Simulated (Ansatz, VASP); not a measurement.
# One calculation of AgCl, two programs

File INCAR:

```
  ALGO = Normal
  EDIFF = 1E-6
  ENCUT = 520
  GGA = PE
  ISIF = 2
  ISMEAR = 0
  LASPH = T
  LCHARG = T
  LELF = T
  LREAL = F
  LVHAR = T
  LWAVE = F
  NBANDS = 16
  NELM = 100
  PREC = Accurate
  SIGMA = 0.01
```

File KPOINTS:

```
k-points
0
Gamma
  6 6 6
```

File POSCAR:

```
AgCl
1.0
    3.4308425043      0.0000000000      0.0000000000
    0.0000000000      3.4308425043      0.0000000000
    0.0000000000      0.0000000000      3.4308425043
Ag Cl
1 1
Direct
    0.0000000000      0.0000000000      0.0000000000
    0.5000000000      0.5000000000      0.5000000000
```

Input for Ansatz:

```yaml
crystal:
  lattice:
    - [3.4308425043, 0.0, 0.0]
    - [0.0, 3.4308425043, 0.0]
    - [0.0, 0.0, 3.4308425043]
  atoms:
    - { symbol: Ag, position: [0.0, 0.0, 0.0] }
    - { symbol: Cl, position: [0.5, 0.5, 0.5] }
kpoints:
  mp_grid: { grid: [6, 6, 6] }
hamiltonian:
  xc: pbe
scf:
  occupations: { method: fixed }
  n_extra_bands: 4
output:
  forces: true
  stress: true
  eigenvalues: true
```

Alike in both runs: task single point; functional PBE; k mesh 6 × 6 × 6; no spin polarisation.

```csv
,VASP,Ansatz
version,VASP 6.6.1,Ansatz 0.2.0
potentials or method,"VASP PAW PBE potentials, release 64 (Ag, Cl)","plane waves, PAW"
plane-wave cutoff (eV),520,420
occupations,"gaussian, width 0.01 eV",fixed
valence electrons in the cell,18,26
```

|  | VASP | Ansatz | Ansatz less VASP |
| --- | --- | --- | --- |
| gap on the k mesh at the Fermi level (eV) | 0.57 | 0.57 | 0.000 |
| pressure (GPa) | -0.1 | 0.0 | +0.13 |

VASP's potentials hold 18 valence electrons a cell and Ansatz's 26, so a difference there can come from the potentials and not from the codes.
